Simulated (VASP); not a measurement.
The system is Sn.

```xyz
2
Lattice="-2.8801 2.8801 1.5667 2.8801 -2.8801 1.5667 2.8801 2.8801 -1.5667" Properties=species:S:1:pos:R:3 pbc="T T T"
Sn    0.0000    0.0000    0.0000
Sn    0.0000    2.8801    0.7833
```

Base run:

```yaml
Program: VASP 6.6.1
Functional: r2SCAN
Potentials_or_basis: VASP PAW PBE potentials, release 64 (Sn_d)
Cutoff: 520 eV
k_mesh: 9 × 9 × 9
Occupations: fermi-dirac, width 0.05 eV
Spin: no spin polarisation
```

Its results: band gap on the k mesh zero (bands 14 and 15 overlap by 4.48 eV); pressure 3.7 GPa.

Problem. The run is repeated on the same cell with these changes: functional from r2SCAN to PBE; further incar settings from ALGO = Normal; EDIFF = 1e-07; NBANDS = 21 to ALGO = Fast; EDIFF = 1e-06; NBANDS = 21. What comes out?

Solution. Band gap on the k mesh zero (bands 14 and 15 overlap by 4.26 eV); pressure 5.2 GPa.

Caveats: the cell stands under pressure; spin-orbit coupling is left out, which moves the levels of the heavy elements; the PAW data sets were made with another functional, which shifts forces and pressure a little (at least some runs).
